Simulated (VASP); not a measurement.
# MoSe (Pm-3m) in VASP: settings compared

The runs below take MoSe through single point, with r2SCAN0, r2SCANh.

Everything below comes from runs of VASP 6.6.1. Logs are shortened: lines on timing, memory, paths and dates and some standing lists are left out, and cuts for length are marked.

## 1. The cell of the first run

It takes space group Pm-3m (No. 221, cubic). The conventional cell has a = 3.500 Å, b = 3.500 Å, c = 3.500 Å, α = 90.00°, β = 90.00°, γ = 90.00°. Mo (site symmetry m-3m) has 8 Se at 3.03 Å and 6 Mo at 3.50 Å within 4.0 Å. Se (site symmetry m-3m) has 8 Mo at 3.03 Å and 6 Se at 3.50 Å within 4.0 Å.

## 2. Single point, r2SCAN0

The input, POSCAR:

```
MoSe
1.0
    3.5002295900      0.0000000000      0.0000000000
    0.0000000000      3.5002295900      0.0000000000
    0.0000000000      0.0000000000      3.5002295900
Mo Se
1 1
Direct
    0.0000000000      0.0000000000      0.0000000000
    0.5000000000      0.5000000000      0.5000000000
```

The input, INCAR.step1:

```
PREC = Accurate
ENCUT = 520
EDIFF = 1E-5
ISMEAR = -1
SIGMA = 0.05
LREAL = F
LASPH = T
NELM = 100
ALGO = Normal
ISIF = 2
LWAVE = T
NBANDS = 17
GGA = PE
```

The input, INCAR.step2:

```
PREC = Accurate
ENCUT = 520
EDIFF = 1E-7
ISMEAR = -1
SIGMA = 0.05
LREAL = F
LASPH = T
NELM = 100
ALGO = Normal
ISIF = 2
LWAVE = F
LCHARG = T
METAGGA = R2SCAN
LHFCALC = T
AEXX = 0.25
LMIXTAU = T
PRECFOCK = Normal
LELF = T
LVHAR = T
NBANDS = 17
ISTART = 1
```

The input, KPOINTS:

```
Automatic mesh
0
Gamma
  4 4 4
```

Potentials or basis: VASP PAW PBE potentials, release 64 (Mo_sv, Se).

The run is started by

```bash
$ cat potpaw_PBE.64/Mo_sv/POTCAR potpaw_PBE.64/Se/POTCAR > POTCAR
$ cp INCAR.step1 INCAR
$ mpirun -np 1 vasp_std > vasp.out
$ cp INCAR.step2 INCAR
$ mpirun -np 1 vasp_std > vasp.out
```

OUTCAR:

```text
PREC = Accurate
   ENCUT = 520
   EDIFF = 1E-7
   ISMEAR = -1
   LREAL = F
   LASPH = T
   NELM = 100
   ISIF = 2
   METAGGA = R2SCAN
   LHFCALC = T
   AEXX = 0.25
   PRECFOCK = Normal
   ISTART = 1

 ion  position               nearest neighbor table
   1  0.000  0.000  0.000-   2 3.03   2 3.03   2 3.03   2 3.03   2 3.03   2 3.03   2 3.03   2 3.03

   2  0.500  0.500  0.500-   1 3.03   1 3.03   1 3.03   1 3.03   1 3.03   1 3.03   1 3.03   1 3.03

  LATTYP: Found a simple cubic cell.
 ALAT       =     3.5002295900

  Lattice vectors:

 A1 = (   3.5002295900,   0.0000000000,   0.0000000000)
 A2 = (   0.0000000000,   3.5002295900,   0.0000000000)
 A3 = (   0.0000000000,   0.0000000000,   3.5002295900)

Analysis of symmetry for initial positions (statically):
=====================================================================
 Subroutine PRICEL returns:
 Original cell was already a primitive cell.

 Routine SETGRP: Setting up the symmetry group for a
 simple cubic supercell.

 Subroutine GETGRP returns: Found 48 space group operations
 (whereof 48 operations were pure point group operations)
 out of a pool of 48 trial point group operations.

The static configuration has the point symmetry O_h .

Analysis of symmetry for dynamics (positions and initial velocities):
=====================================================================
 Subroutine PRICEL returns:
 Original cell was already a primitive cell.

 Routine SETGRP: Setting up the symmetry group for a
 simple cubic supercell.

 Subroutine GETGRP returns: Found 48 space group operations
 (whereof 48 operations were pure point group operations)
 out of a pool of 48 trial point group operations.

The dynamic configuration has the point symmetry O_h .

 Subroutine INISYM returns: Found 48 space group operations
 (whereof 48 operations are pure point group operations),
 and found     1 'primitive' translations

----------------------------------------------------------------------------------------

                                     Primitive cell

  volume of cell :      42.8834

  direct lattice vectors                    reciprocal lattice vectors
     3.500229590  0.000000000  0.000000000     0.285695545  0.000000000  0.000000000
     0.000000000  3.500229590  0.000000000     0.000000000  0.285695545  0.000000000
     0.000000000  0.000000000  3.500229590     0.000000000  0.000000000  0.285695545

  length of vectors
     3.500229590  3.500229590  3.500229590     0.285695545  0.285695545  0.285695545

  position of ions in fractional coordinates (direct lattice)
     0.000000000  0.000000000  0.000000000
     0.500000000  0.500000000  0.500000000

  ion indices of the primitive-cell ions
   primitive index   ion index
                 1           1
                 2           2

----------------------------------------------------------------------------------------

 KPOINTS: Automatic mesh

Automatic generation of k-mesh.
 Grid dimensions read from file:
 generate k-points for:    4    4    4

 Generating k-lattice:

  Cartesian coordinates                     Fractional coordinates (reciprocal lattice)
     0.071423886  0.000000000  0.000000000     0.250000000  0.000000000  0.000000000
     0.000000000  0.071423886  0.000000000     0.000000000  0.250000000  0.000000000
     0.000000000  0.000000000  0.071423886     0.000000000  0.000000000  0.250000000

  Length of vectors
     0.071423886  0.071423886  0.071423886

  Shift w.r.t. Gamma in fractional coordinates (k-lattice)
     0.000000000  0.000000000  0.000000000

 Subroutine IBZKPT returns following result:
 ===========================================

 Found     10 irreducible k-points:

 Following reciprocal coordinates:
            Coordinates               Weight
  0.000000  0.000000  0.000000      1.000000
  0.250000  0.000000  0.000000      6.000000
  0.500000  0.000000  0.000000      3.000000
  0.250000  0.250000  0.000000     12.000000
  0.500000  0.250000  0.000000     12.000000
  0.500000  0.500000  0.000000      3.000000
  0.250000  0.250000  0.250000      8.000000
  0.500000  0.250000  0.250000     12.000000
  0.500000  0.500000  0.250000      6.000000
  0.500000  0.500000  0.500000      1.000000
   k-points           NKPTS =     10   k-points in BZ     NKDIM =     64   number of bands    NBANDS=     17
   number of dos      NEDOS =    301   number of ions     NIONS =      2
   total plane-waves  NPLWV =  21952
   dimension x,y,z NGX =    28 NGY =   28 NGZ =   28
   dimension x,y,z NGXF=    56 NGYF=   56 NGZF=   56
   ions per type =               1   1
   NGX,Y,Z   is equivalent  to a cutoff of  13.30, 13.30, 13.30 a.u.
   NGXF,Y,Z  is equivalent  to a cutoff of  26.60, 26.60, 26.60 a.u.
 SYSTEM =  unknown system
   PREC   = accura    normal or accurate (medium, high low for compatibility)
   ISTART =      1    job   : 0-new  1-cont  2-samecut
   ICHARG =      0    charge: 1-file 2-atom 10-const
   ISPIN  =      1    spin polarized calculation?
   LNONCOLLINEAR =      F non collinear calculations
   LSORBIT =      F    spin-orbit coupling
   LASPH  =      T    aspherical Exc in radial PAW
   ENCUT  =  520.0 eV  38.22 Ry    6.18 a.u.   6.51  6.51  6.51*2*pi/ulx,y,z
   NELM   =    100;   NELMIN=  2; NELMDL=  0     # of ELM steps
   EDIFF  = 0.1E-06   stopping-criterion for ELM
   LREAL  =      F    real-space projection
   EDIFFG = 0.1E-05   stopping-criterion for IOM
   NSW    =      0    number of steps for IOM
   IBRION =     -1    ionic relax: 0-MD 1-quasi-New 2-CG
   NFREE  =      0    steps in history (QN), initial steepest desc. (CG)
   ISIF   =      2    stress and relaxation
   ISYM   =      3    0-nonsym 1-usesym 2-fastsym
   POTIM  = 0.5000    time-step for ionic-motion
   TEBEG  =    0.0;   TEEND  =   0.0 temperature during run
   PSTRESS=    0.0 pullay stress
   NELECT =      20.0000    total number of electrons
   NUPDOWN=      -1.0000    fix difference up-down
   EMIN   =  10.00;   EMAX   =-10.00  energy-range for DOS
   EFERMI =   0.00;   METHOD = LEGACY
   ISMEAR =    -1;   SIGMA  =   0.05  broadening in eV -4-tet -1-fermi 0-gaus
   EFERMI_NEDOS =   21; number of points for ismear=-14 and -15
   IALGO  =     38    algorithm
   IMIX   =      1    mixing-type and parameters
     AMIX     =   0.40;   BMIX     =  1.00
     AMIX_MAG =   1.60;   BMIX_MAG =  1.00
  volume/ion in A,a.u.               =      21.44       144.70
  Fermi-wavevector in a.u.,A,eV,Ry     =   1.269565  2.399130 21.929809  1.611795
  Thomas-Fermi vector in A             =   2.402599
   LORBIT       =      0    0 simple, 1 ext, 2 COOP (PROOUT), +10 PAW based schemes
   METAGGA = R2SCAN    functional components
   LHFCALC =     T    Hartree Fock is set to
   PRECFOCK=normal    Normal, Fast or Accurate (Low or Medium for compatibility)
   ENCUT4O =  -1.0   cutoff for four orbital integrals eV
   NKREDX  =     1    reduce k-point grid by
   NKREDY  =     1    reduce k-point grid by
   NKREDZ  =     1    reduce k-point grid by
   AEXX    =    0.2500 exact exchange contribution
   HFSCREEN=    0.0000 screening length (either q_TF or 0.3 A-1)
   HFSCREENC=   0.0000 screening length for correlation (either q_TF or 0.3 A-1)
   ENCUTFOCK=  -1.0 apply spherical cutoff to Coloumb kernel
   IVDW    =     0    specifies the selected vdW correction
   LEPSILON=     F    determine dielectric tensor
   LRPA    =     F    only Hartree local field effects (RPA)
 non-spin polarized calculation
  energy-cutoff  :      520.00
  volume of cell :       42.88
 maximum number of plane-waves:      1189
 NGX is ok and might be reduce to    28
  NGX = 20; NGY = 20; NGZ = 20

 number of electron      20.0000003 magnetization

 Free energy of the ion-electron system (eV)
  ---------------------------------------------------
  ext. energy  EPLUGINS =         0.00000000
  ---------------------------------------------------
  free energy    TOTEN  =       -36.45816466 eV

  energy without entropy =      -36.44507726  energy(sigma->0) =      -36.45162096

 E-fermi :   7.0048     XC(G=0):  -9.1080

 val. band max:        6.6342283567   @ k =   0.2500   0.2500   0.0000
 cond. band min:       7.0218717971   @ k =   0.5000   0.2500   0.0000
 fundamental gap:      0.3876434404
 Fermi energy:         7.0048084786

 k-point     1 :       0.0000    0.0000    0.0000
  band No.  band energies     occupation
      1     -60.4828      2.00000
      2     -32.5407      2.00000
      3     -32.5407      2.00000
      4     -32.5407      2.00000
      5     -10.0811      2.00000
      6       3.6526      2.00000
[... 9 lines left out ...]
     16      16.5984      0.00000
     17      22.7201      0.00000

 k-point     2 :       0.2500    0.0000    0.0000
  band No.  band energies     occupation
      1     -60.4795      2.00000
      2     -32.5977      2.00000
      3     -32.5356      2.00000
      4     -32.5356      2.00000
      5      -9.6142      2.00000
      6       0.6744      2.00000
[... 9 lines left out ...]
     16      17.5128      0.00000
     17      18.4937      0.00000

 k-point     3 :       0.5000    0.0000    0.0000
  band No.  band energies     occupation
      1     -60.4762      2.00000
      2     -32.6570      2.00000
      3     -32.5313      2.00000
      4     -32.5313      2.00000
      5      -9.0367      2.00000
      6      -1.2537      2.00000
[... 9 lines left out ...]
     16      15.3653      0.00000
     17      16.0709      0.00000

 k-point     4 :       0.2500    0.2500    0.0000
  band No.  band energies     occupation
      1     -60.4762      2.00000
      2     -32.5936      2.00000
      3     -32.5934      2.00000
      4     -32.5306      2.00000
      5      -9.2499      2.00000
      6       0.7891      2.00000
[... 9 lines left out ...]
     16      17.0121      0.00000
     17      18.1216      0.00000
[... 63 lines left out ...]
      1     -60.4694      2.00000
      2     -32.6489      2.00000
      3     -32.5857      2.00000
      4     -32.5827      2.00000
      5      -8.5259      2.00000
      6       0.0237      2.00000
[... 9 lines left out ...]
     16      14.3506      0.00000
     17      18.8410      0.00000

 k-point     9 :       0.5000    0.5000    0.2500
  band No.  band energies     occupation
      1     -60.4658      2.00000
      2     -32.6449      2.00000
      3     -32.6449      2.00000
      4     -32.5802      2.00000
      5      -8.1841      2.00000
      6       0.4621      2.00000
[... 9 lines left out ...]
     16      13.9976      0.00000
     17      18.8340      0.00000

 k-point    10 :       0.5000    0.5000    0.5000
  band No.  band energies     occupation
      1     -60.4622      2.00000
      2     -32.6420      2.00000
      3     -32.6420      2.00000
      4     -32.6420      2.00000
      5      -7.6965      2.00000
      6       0.1449      2.00000
[... 9 lines left out ...]
     16      10.5925      0.00000
     17      15.4955      0.00000

------------------------ aborting loop because EDIFF is reached ----------------------------------------

  FORCE on cell =-STRESS in cart. coord.  units (eV):
  Direction    XX          YY          ZZ          XY          YZ          ZX
  --------------------------------------------------------------------------------------
  -------------------------------------------------------------------------------------
  Total       -8.8986926     -8.8986926     -8.8986926     -0.0000000     -0.0000000     -0.0000000
  in kB     -332.4659629   -332.4659629   -332.4659629     -0.0000000     -0.0000000     -0.0000000
  external PRESSURE =    -332.4659629 kB  Pullay stress =       0.0000000 kB

 VOLUME and BASIS-vectors are now :
 -----------------------------------------------------------------------------
  energy-cutoff  :      520.00
  volume of cell :       42.88
      direct lattice vectors                 reciprocal lattice vectors
     3.500229590  0.000000000  0.000000000     0.285695545  0.000000000  0.000000000
     0.000000000  3.500229590  0.000000000     0.000000000  0.285695545  0.000000000
     0.000000000  0.000000000  3.500229590     0.000000000  0.000000000  0.285695545

 POSITION                                       TOTAL-FORCE (eV/Angst)
 -----------------------------------------------------------------------------------
      0.00000      0.00000      0.00000         0.000000      0.000000      0.000000
      1.75011      1.75011      1.75011         0.000000      0.000000      0.000000
 -----------------------------------------------------------------------------------
    total drift:                               -0.000000     -0.000000     -0.000000

  FREE ENERGIE OF THE ION-ELECTRON SYSTEM (eV)
  ---------------------------------------------------
  free  energy   TOTEN  =       -36.4581646570 eV

  energy  without entropy=      -36.4450772578  energy(sigma->0) =      -36.45162096
```

It took 6.8 min on 1 thread of Intel Xeon Platinum 8488C (Sapphire Rapids), shared host; peak memory 0.17 GiB.

What came out:

```
Free energy            : -36.4582 eV
Pressure               : -33.2 GPa
Band gap on the k mesh : zero (bands 10 and 11 overlap by 2.60 eV)
```

Levels at points of the mesh, in eV from the Fermi level:
```tsv
k point	band 6	band 7	band 8	band 9	band 10	band 11	band 12	band 13	band 14	band 15
(0.00, 0.00, 0.00)	-3.35	-3.35	-2.67	-2.67	-2.67	0.93	0.93	0.93	1.60	9.59
(0.50, 0.00, 0.00)	-8.26	-3.86	-3.86	-2.84	1.08	1.44	3.28	3.28	4.94	7.16
(0.50, 0.50, 0.00)	-6.16	-6.16	-3.23	-1.40	-0.93	-0.93	-0.43	1.72	4.17	9.81
(0.50, 0.50, 0.50)	-6.86	-6.86	-6.86	1.67	1.67	3.25	3.25	3.25	3.59	3.59
```

Caveat: the k points lie up to 0.45 Å⁻¹ apart, too coarse for converged energies and pressures of a metal; the PAW data sets were made with another functional, which shifts forces and pressure a little.

## 3. Single point, r2SCANh

POSCAR is that of step 2.

The input, INCAR.step1:

```
SYSTEM = MoSe
PREC = Accurate
ENCUT = 520
EDIFF = 1E-5
ISMEAR = -1
SIGMA = 0.05
LREAL = .False.
LASPH = .True.
NELM = 60
ALGO = Normal
ISIF = 2
LWAVE = .True.
GGA = PE
NBANDS = 17
```

The input, INCAR.step2:

```
SYSTEM = MoSe
PREC = Accurate
ENCUT = 520
EDIFF = 1E-6
ISMEAR = -1
SIGMA = 0.05
LREAL = .False.
LASPH = .True.
NELM = 60
ALGO = Normal
ISIF = 2
LWAVE = .False.
LCHARG = .True.
METAGGA = R2SCAN
LHFCALC = .True.
AEXX = 0.1
LMIXTAU = .True.
PRECFOCK = Normal
LELF = .True.
LVHAR = .True.
ISTART = 1
NBANDS = 17
```

The input, KPOINTS:

```
regular mesh
0
Gamma
  4 4 4
  0 0 0
```

Potentials or basis: VASP PAW PBE potentials, release 64 (Mo_sv, Se).

The run is started by

```bash
$ cat potpaw_PBE.64/Mo_sv/POTCAR potpaw_PBE.64/Se/POTCAR > POTCAR
$ cp INCAR.step1 INCAR
$ mpirun -np 1 vasp_std > vasp.out
$ cp INCAR.step2 INCAR
$ mpirun -np 1 vasp_std > vasp.out
```

Wall time 8.5 min (1 thread of Intel Xeon Platinum 8488C (Sapphire Rapids), shared host); peak memory 0.17 GiB.

The run converged. Its results:

| Item | Value |
| --- | --- |
| Free energy | -37.7796 eV |
| Pressure | -30.3 GPa |
| Band gap on the k mesh | zero (bands 10 and 11 overlap by 2.12 eV) |

Levels at points of the mesh, in eV from the Fermi level:
```csv
k point,band 6,band 7,band 8,band 9,band 10,band 11,band 12,band 13,band 14,band 15
"(0.00, 0.00, 0.00)",-2.69,-2.69,-2.17,-2.17,-2.17,0.64,0.64,0.64,1.31,9.12
"(0.50, 0.00, 0.00)",-7.39,-3.25,-3.25,-2.18,0.80,1.21,2.83,2.83,4.64,6.84
"(0.50, 0.50, 0.00)",-5.44,-5.44,-2.58,-1.01,-0.65,-0.65,-0.26,1.45,3.78,9.35
"(0.50, 0.50, 0.50)",-6.08,-6.08,-6.08,1.47,1.47,3.05,3.05,3.05,3.12,3.12
```

Caveat: the k points lie up to 0.45 Å⁻¹ apart, too coarse for converged energies and pressures of a metal; the PAW data sets were made with another functional, which shifts forces and pressure a little.

The gap in the log of VASP goes by the Fermi energy; the results here count the filled bands.